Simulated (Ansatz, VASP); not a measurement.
**Ga2O3: VASP beside Ansatz**

```xyz
10
Lattice="2.4997 1.4432 4.5003 -2.4997 1.4432 4.5003 0.0000 -2.8864 4.5003" Properties=species:S:1:pos:R:3 pbc="T T T"
Ga    0.0000    0.0000   11.5563
Ga    0.0000    0.0000    8.6952
Ga    0.0000    0.0000    1.9447
Ga    0.0000    0.0000    4.8058
O    -0.9869   -1.4432    5.6254
O     1.7433   -0.1331    5.6254
O    -0.7564    1.5763    5.6254
O     0.9869    1.4432    7.8756
O    -1.7433    0.1331    7.8756
O     0.7564   -1.5763    7.8756
```

Alike in both runs: task single point; functional LDA; k mesh 6 × 6 × 6; occupations gaussian, width 0.1 eV; no spin polarisation.

|  | VASP | Ansatz |
| --- | --- | --- |
| version | VASP 6.6.1 | Ansatz 0.2.0 |
| potentials or method | VASP PAW LDA potentials, release 64 (Ga_d, O_h), cutoff 910 eV | scalar-relativistic, plane waves, PAW |
| valence electrons in the cell | 88 | 88 |

VASP gave:

```
gap on the k mesh at the Fermi level (eV) : 2.69
least direct gap on the mesh (eV)         : 2.94
rms of the force components (eV/Å)        : 0.028
```

Question: Estimate Ansatz's values.

Answer: gap on the k mesh at the Fermi level (eV): 2.67; least direct gap on the mesh (eV): 2.92; rms of the force components (eV/Å): 0.022.

Ansatz warns that its potentials were made for another functional, while VASP's fit it. LDA's correlation is that of Perdew and Zunger in VASP and of Perdew and Wang (1992) in Ansatz. Atom by atom the forces differ by 0.011 eV/Å (rms over components).

Noted on VASP's run: the cutoff is short for stress, so the pressure is rough.
